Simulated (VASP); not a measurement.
## Al: single point with PBE

Al:

```
Al
1.0
     0.00000    2.98148    2.98148
     2.98148    0.00000    2.98148
     2.98148    2.98148    0.00000
Al
2
Direct
  0.00000 0.00000 0.00000
  0.25000 0.25000 0.25000
```

This isn't the form of Al at room conditions, which is fcc.

```yaml
Program: VASP 6.6.1
Task: single point
Functional: PBE
Potentials_or_basis: VASP PAW PBE potentials, release 64 (Al)
Cutoff: 500 eV
k_mesh: 31 × 31 × 31
Occupations: fermi-dirac, width 0.0612256 eV
Spin: no spin polarisation
Dipole_correction: no
Further_INCAR_settings: ALGO = Normal; EDIFF = 1e-06; NBANDS = 10
```

```json
{
  "Pressure": "1.7 GPa",
  "Band gap on the k mesh": "zero (bands 3 and 4 overlap by 3.52 eV)"
}
```

Levels at points of the mesh, in eV from the Fermi level:
| k point | band 1 | band 2 | band 3 | band 4 | band 5 | band 6 |
| --- | --- | --- | --- | --- | --- | --- |
| (0.00, 0.00, 0.00) | -8.02 | 2.18 | 2.18 | 2.18 | 4.04 | 4.04 |

It took 5.2 min on 1 thread of Intel Xeon 8259CL (shared host), peak memory 0.43 GiB.
